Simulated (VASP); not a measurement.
Here is a VASP 6.6.1 calculation.

Contents of POSCAR:

```
PbS
1.0
    0.0000000000      2.9205250000      2.8760500000
    2.9205250000      0.0000000000      2.8760500000
    2.9205250000      2.9205250000      0.0000000000
Pb S
1 1
Direct
    0.0000000000      0.0000000000      0.0000000000
    0.5000000000      0.5000000000      0.5000000000
```

The input INCAR.step1:

```
PREC     = Accurate       # precision mode
ENCUT    = 520            # plane-wave cutoff, eV
ISMEAR   = 0              # smearing method
SIGMA    = 0.05           # smearing width, eV
LREAL    = F              # projectors in reciprocal space
LASPH    = T              # aspherical terms in the spheres
NELM     = 80             # most SCF steps
NBANDS   = 17             # bands
GGA      = PE             # functional
ALGO     = Normal         # electronic algorithm
EDIFF    = 1E-4           # SCF threshold, eV
LWAVE    = T              # write WAVECAR
LCHARG   = F              # write CHGCAR
```

INCAR.step2

```
PREC     = Accurate       # precision mode
ENCUT    = 520            # plane-wave cutoff, eV
EDIFF    = 1E-6           # SCF threshold, eV
ISMEAR   = 0              # smearing method
SIGMA    = 0.05           # smearing width, eV
LREAL    = F              # projectors in reciprocal space
LASPH    = T              # aspherical terms in the spheres
NELM     = 80             # most SCF steps
ALGO     = Normal         # electronic algorithm
ISIF     = 2              # what is computed and relaxed
LWAVE    = F              # write WAVECAR
LCHARG   = F              # write CHGCAR
METAGGA  = R2SCAN         # meta-GGA
LMIXTAU  = T            
NBANDS   = 17             # bands
ISTART   = 1
```

Contents of KPOINTS:

```
Automatic mesh
0
Gamma
  8 8 8
```

Potentials or basis: VASP PAW PBE potentials, release 64 (Pb_d, S).

Command:

```bash
$ cat potpaw_PBE.64/Pb_d/POTCAR potpaw_PBE.64/S/POTCAR > POTCAR
$ cp INCAR.step1 INCAR
$ mpirun -np 1 vasp_std > vasp.out
$ cp INCAR.step2 INCAR
$ mpirun -np 1 vasp_std > vasp.out
```

Task: What does it give for the band gap on the k mesh?

Result: 0.35 eV.

Task: Estimate the pressure.

Result: 5.8 GPa.

Stress tensor (GPa, compression positive):
```
4.84 0.00 0.00
0.00 4.84 0.00
0.00 0.00 7.64
```

Caveat: the cell differs from its parent crystal (strain -0.015 along x and y, -0.030 along z); the cell stands under pressure; the PAW data sets were made with another functional, which shifts forces and pressure a little; spin-orbit coupling is left out, which moves the levels of the heavy elements. A k mesh can miss the band edges.
